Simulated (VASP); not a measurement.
Set up this calculation in VASP 6.6.1, as the native input.

| Property | Result |
| --- | --- |
| Task | relaxation of cell and atoms |
| Functional | PBE |
| Potentials or basis | VASP PAW PBE potentials, release 64 (Pr_3, Sc_sv, O), 4f in core |
| Cutoff | 600 eV |
| k mesh | 4 × 4 × 3 |
| Occupations | gaussian, width 0.2 eV |
| Spin | no spin polarisation |
| Dipole correction | no |
| Further INCAR settings | ALGO = Normal; EDIFF = 1e-07; IBRION = 2; EDIFFG = -0.08; NSW = 36; ISIF = 3 |

The structure of PrScO lies in POSCAR:

```
PrScO
1.0
    4.2569626300      0.0000000000      0.0000000000
   -2.1284813200      3.6866377800      0.0000000000
    0.0000000000      0.0000000000      7.1408579100
Pr Sc O
2 2 2
Direct
    0.0000000000      0.0000000000      0.9876965900
    0.0000000000      0.0000000000      0.4876965900
    0.3333333300      0.6666666700      0.2946503500
    0.6666666700      0.3333333300      0.7946503500
    0.6666666700      0.3333333300      0.2252977200
    0.3333333300      0.6666666700      0.7252977200
```

The cell was generated, and may not be a known phase.

These files were run (other wordings do the same):

INCAR

```
ALGO = Normal ; EDIFF = 1E-7
EDIFFG = -0.08 ; ENCUT = 600
GGA = PE ; GGA_COMPAT = False
IBRION = 2 ; ISIF = 3
ISMEAR = 0 ; LASPH = True
LCHARG = False ; LMAXMIX = 6
LREAL = False ; LWAVE = False
NELM = 200 ; NELMIN = 4
NSW = 36 ; PREC = Accurate
SIGMA = 0.2
```

KPOINTS

```
k-points
0
Gamma
  4 4 3
```

Potentials or basis: VASP PAW PBE potentials, release 64 (Pr_3, Sc_sv, O), 4f in core.

Command:

```sh
$ cat potpaw_PBE.64/Pr_3/POTCAR potpaw_PBE.64/Sc_sv/POTCAR potpaw_PBE.64/O/POTCAR > POTCAR
$ mpirun -np 1 vasp_std > vasp.out
```

It gave:

| Property | Result |
| --- | --- |
| Relaxed volume | 19.06 Å³/atom |
| Relaxed cell | a = 3.475 Å, b = 3.475 Å, c = 10.940 Å, α = 90.00°, β = 90.00°, γ = 120.00° |
| Space group after relaxing (to 0.1 Å) | P6_3mc (No. 186) |
| Energy gained by relaxing | 1177.2 meV/atom |
| Ionic steps | 25 |
| Pressure after relaxing | 0.1 GPa |
| Largest force after relaxing | 0.035 eV/Å |
| Band gap on the k mesh | 0.04 eV (least direct gap 0.27 eV) |

Caveat: the k points lie up to 0.52 Å⁻¹ apart in the final cell; the smearing spreads over this small gap; a cell axis changed by over 15 % at a fixed basis, so the end point is rough; spin-orbit coupling is left out, which moves the levels of the heavy elements; the 4f electrons are frozen in the core, so they carry no moment and show no levels; the relaxation stopped at a loose force limit of 0.08 eV/Å, so its end isn't a converged minimum.

Run time: 10 min on 1 thread of Intel(R) Xeon(R) 6975P-C (Granite Rapids), with other jobs on the host, peak memory 0.32 GiB.
